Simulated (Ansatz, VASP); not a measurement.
One calculation of Yb, two programs

INCAR

```
  ALGO = Normal
  EDIFF = 1E-7
  ENCUT = 520
  GGA = PE
  ISIF = 2
  ISMEAR = -1
  LASPH = T
  LCHARG = F
  LREAL = F
  LWAVE = F
  NBANDS = 31
  NELM = 60
  PREC = Accurate
  SIGMA = 0.1
```

File KPOINTS:

```
k-points
0
Gamma
  7 7 7
```

POSCAR

```
Yb
1.0
    0.0000000000      4.4880806506      4.4880806506
    4.4880806506      0.0000000000      4.4880806506
    4.4880806506      4.4880806506      0.0000000000
Yb
2
Direct
    0.1250000000      0.1250000000      0.1250000000
    0.8750000000      0.8750000000      0.8750000000
```

Input for Ansatz:

```yaml
crystal:
  lattice:
    - [0.0, 4.4880806506, 4.4880806506]
    - [4.4880806506, 0.0, 4.4880806506]
    - [4.4880806506, 4.4880806506, 0.0]
  atoms:
    - { symbol: Yb, position: [0.125, 0.125, 0.125] }
    - { symbol: Yb, position: [0.875, 0.875, 0.875] }
hamiltonian:
  xc: pbe
  pseudopotentials:
    kind: paw
    azcp:
      Yb: "pseudopotentials/Yb.paw.azcp"
basis:
  ecutwfc: 420
  fft_grid_basis: typed
kpoints:
  mp_grid: { grid: [7, 7, 7], shift: [0, 0, 0] }
magnetization:
  spin_polarized: false
scf:
  occupations: { method: fermi_dirac, width: 0.1 }
  lower_state_search: "off"
output:
  stress: true
  write_density: true
  write_potential: true
  elf: true
  volumetric_format: npy
```

Alike in both runs: task single point; functional PBE; k mesh 7 × 7 × 7; occupations fermi-dirac, width 0.1 eV; no spin polarisation.

|  | VASP | Ansatz |
| --- | --- | --- |
| version | VASP 6.6.1 | Ansatz 0.2.0 |
| potentials or method | VASP PAW PBE potentials, release 64 (Yb), cutoff 520 eV | plane waves (420 eV) with PAW, scalar-relativistic |
| valence electrons in the cell | 48 | 48 |

VASP gave:

```
pressure (GPa) : -0.4
```

Which values does Ansatz return?

Pressure (GPa): -0.3.

Spin-orbit coupling is off throughout.
